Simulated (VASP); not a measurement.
Crystal: SiW3.

```
Si W
1.0
    -1.91957    1.91957    4.28788
     1.91957   -1.91957    4.28788
     1.91957    1.91957   -4.28788
Si W
1 3
Direct
  0.00000 0.00000 0.00000
  0.50000 0.50000 0.00000
  0.25000 0.75000 0.50000
  0.75000 0.25000 0.50000
```

| Item | Value |
| --- | --- |
| Program | VASP 6.6.1 |
| Task | relaxation of cell and atoms |
| Functional | PBE |
| Potentials or basis | VASP PAW PBE potentials, release 64 (Si, W_sv) |
| Cutoff | 600 eV |
| k mesh | 6 × 6 × 6 |
| Occupations | gaussian, width 0.1 eV |
| Spin | no spin polarisation |

At the start: pressure -7.0 GPa; volume 15.80 Å³/atom.

Q: Where does the relaxation end?

A: Over 12 steps the energy falls by 17.8 meV/atom and the volume is 15.39 Å³/atom (-2.6 %); space group I4/mmm (No. 139, to 0.1 Å) before and after.

The path:
```csv
step,energy change (eV),largest force (eV/Å),pressure (GPa),volume (Å³)
1,0.0000,0.0000,-7.05,63.20
2,0.2557,0.0000,23.12,57.05
3,-0.0401,0.0000,-0.17,61.48
4,-0.0401,0.0000,0.03,61.44
5,-0.0401,0.0000,0.18,61.40
6,-0.0417,0.0000,0.21,61.40
7,-0.0487,0.0000,0.32,61.40
8,-0.0655,0.0000,0.64,61.36
9,-0.0532,0.0000,1.85,61.18
10,-0.0702,0.0000,0.91,61.32
11,-0.0707,0.0000,1.08,61.30
12,-0.0712,0.0000,0.00,61.55
```

Final structure:
```
CELL_PARAMETERS angstrom
-1.95437 1.95437 4.02857
1.95437 -1.95437 4.02857
1.95437 1.95437 -4.02857
ATOMIC_POSITIONS crystal
Si 0.00000 0.00000 0.00000
W 0.50000 0.50000 0.00000
W 0.25000 0.75000 0.50000
W 0.75000 0.25000 0.50000
```
